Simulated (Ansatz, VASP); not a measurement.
# Two plane-wave programs on InSb3

```
CELL_PARAMETERS angstrom
3.75944 0.00000 0.00000
0.00000 3.75944 0.00000
0.00000 0.00000 9.56077
ATOMIC_POSITIONS crystal
In 0.00000 0.00000 0.00000
Sb 0.50000 0.50000 0.50000
Sb 0.00000 0.00000 0.68293
Sb 0.00000 0.00000 0.31707
```

Alike in both runs: task relaxation of cell and atoms; functional PBE; k mesh 12 × 12 × 6; occupations gaussian, width 0.1 eV; no spin polarisation.

|  | VASP | Ansatz |
| --- | --- | --- |
| version | VASP 6.6.1 | Ansatz 0.2.0 |
| potentials or method | VASP PAW PBE potentials, release 64 (In_d, Sb), cutoff 600 eV | scalar-relativistic, plane waves, PAW |
| valence electrons in the cell | 28 | 58 |

Ansatz gave:

| Property | Result |
| --- | --- |
| gap on the k mesh at the Fermi level, each at its own relaxed structure (eV) | none |
| relaxed volume (Å³/atom) | 29.45 |
| relaxed cell length with the largest relative difference (Å) | 12.411 |

Task: Which values does VASP return?

Result: gap on the k mesh at the Fermi level, each at its own relaxed structure (eV): none; relaxed volume (Å³/atom): 32.89; relaxed cell length with the largest relative difference (Å): 9.663.

A gap of «none» marks a metal or a gap that the smearing closes. VASP's potentials hold 28 valence electrons a cell and Ansatz's 58, so a difference there can come from the potentials and not from the codes.

Spin-orbit coupling is off throughout. Noted on VASP's run: too few bands were computed for a metal, which touches its energy and stress.
